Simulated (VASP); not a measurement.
MgO, 4 atoms in the cell. The typed cell holds 4 atoms: a = 3.495 Å, b = 3.495 Å, c = 4.195 Å, α = 90.00°, β = 90.00°, γ = 120.00°.  This cell differs from its parent crystal: atoms displaced along a vibrational mode.

* Program: VASP 6.6.1
* Task: single point
* Functional: PBEsol
* Potentials or basis: VASP PAW PBE potentials, release 64 (Mg, O)
* Cutoff: 520 eV
* k mesh: 9 × 9 × 6
* Occupations: gaussian, width 0.05 eV
* Spin: no spin polarisation
* Dipole correction: no
* Further INCAR settings: ALGO = Normal; EDIFF = 1e-06; NBANDS = 16

Potentials or basis: VASP PAW PBE potentials, release 64 (Mg, O).

The run is started by

```bash
$ cat potpaw_PBE.64/Mg/POTCAR potpaw_PBE.64/O/POTCAR > POTCAR
$ mpirun -np 1 vasp_std > vasp.out
```

Hardware: 1 thread of AMD EPYC 7R13 (shared host).

Q: How long does it take, and how much memory?

A: It took 2.4 min on 1 thread of AMD EPYC 7R13, on a shared host, peak memory 0.26 GiB. Counts: scf iterations 13, k points 244.
